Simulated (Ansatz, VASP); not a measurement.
## Ge: VASP beside Ansatz

INCAR

```
PREC     = Accurate       # precision mode
ENCUT    = 520            # plane-wave cutoff, eV
EDIFF    = 1E-7           # SCF threshold, eV
ISMEAR   = 0              # smearing method
SIGMA    = 0.1            # smearing width, eV
LREAL    = False          # projectors in reciprocal space
LASPH    = True           # aspherical terms in the spheres
NELM     = 80             # most SCF steps
ALGO     = Normal         # electronic algorithm
ISIF     = 2              # what is computed and relaxed
LWAVE    = False          # write WAVECAR
LCHARG   = False          # write CHGCAR
GGA      = PS             # functional
IVDW     = 12             # dispersion correction
NBANDS   = 21             # bands
```

The input KPOINTS:

```
regular mesh
0
Gamma
  8 8 4
```

Contents of POSCAR:

```
Ge
1.0
    1.4880529250     -2.5946896100      0.0000000000
    1.4880529250      2.5946896100      0.0000000000
    0.0000000000      0.0000000000      4.7275957900
Ge
2
Direct
    0.6665533700      0.3334466300      0.2500000000
    0.3334466300      0.6665533700      0.7500000000
```

Input for Ansatz:

```yaml
crystal:
  lattice:
    - [1.488052925, -2.59468961, 0.0]
    - [1.488052925, 2.59468961, 0.0]
    - [0.0, 0.0, 4.72759579]
  atoms:
    - { symbol: Ge, position: [0.66655337, 0.33344663, 0.25] }
    - { symbol: Ge, position: [0.33344663, 0.66655337, 0.75] }
basis:
  ecutwfc: 420
kpoints:
  mp_grid: { grid: [8, 8, 4] }
hamiltonian:
  xc: pbesol
  dispersion: d3bj
scf:
  occupations: { method: gaussian, width: 0.1 }
output:
  forces: true
  stress: true
  eigenvalues: true
```

Alike in both runs: task single point; functional PBEsol; dispersion D3(BJ); k mesh 8 × 8 × 4; occupations gaussian, width 0.1 eV; no spin polarisation.

|  | VASP | Ansatz |
| --- | --- | --- |
| version | VASP 6.6.1 | Ansatz 0.2.0 |
| potentials or method | VASP PAW PBE potentials, release 64 (Ge_d), cutoff 520 eV | scalar-relativistic, plane waves, PAW |
| valence electrons in the cell | 28 | 28 |

```tsv
	VASP	Ansatz	Ansatz less VASP
gap on the k mesh at the Fermi level (eV)	none	none	-
pressure (GPa)	-2.8	-2.8	-0.04
traceless stress, the component that is largest in VASP (GPa)	5.90	5.89	-0.002
rms of the force components (eV/Å)	0.003	0.003	0.0000
```

VASP's potentials were made for PBE, not for PBEsol. Atom by atom the forces differ by 0.000 eV/Å (rms over components). A gap of «none» marks a metal or a gap that the smearing closes.
